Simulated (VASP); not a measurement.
Fe2Cl, 3 atoms in the cell. The structure is cubic, space group Fm-3m (No. 225). The conventional cell has a = 5.612 Å, b = 5.612 Å, c = 5.612 Å, α = 90.00°, β = 90.00°, γ = 90.00°. Within 3.2 Å of Fe (site symmetry -43m) lie 4 Cl at 2.43 Å and 6 Fe at 2.81 Å. Within 3.2 Å of Cl (site symmetry m-3m) lie 8 Fe at 2.43 Å. 

```yaml
Program: VASP 6.6.1
Task: single point
Functional: PBE
Potentials_or_basis: VASP PAW PBE potentials, release 64 (Fe, Cl)
Cutoff: 520 eV
k_mesh: 14 × 14 × 14
Occupations: gaussian, width 0.1 eV
Spin: collinear spin, ferromagnetic start
Starting_moments: "[3.03, 3.03, 0.0] μB"
Dipole_correction: no
Further_INCAR_settings: ALGO = Fast; EDIFF = 1e-06; NBANDS = 22
```

Potentials or basis: VASP PAW PBE potentials, release 64 (Fe, Cl).

Launch:

```sh
$ cat potpaw_PBE.64/Fe/POTCAR potpaw_PBE.64/Cl/POTCAR > POTCAR
$ mpirun -np 1 vasp_std > vasp.out
```

Hardware: 1 thread of Oxide Virtual Turin-like Processor (shared host).

Q: Estimate the wall time of this run.

A: Run time: 5.4 min on 1 thread of Oxide Virtual Turin-like Processor, with other jobs on the host, peak memory 0.26 GiB. Counts: scf iterations 15, k points 104.
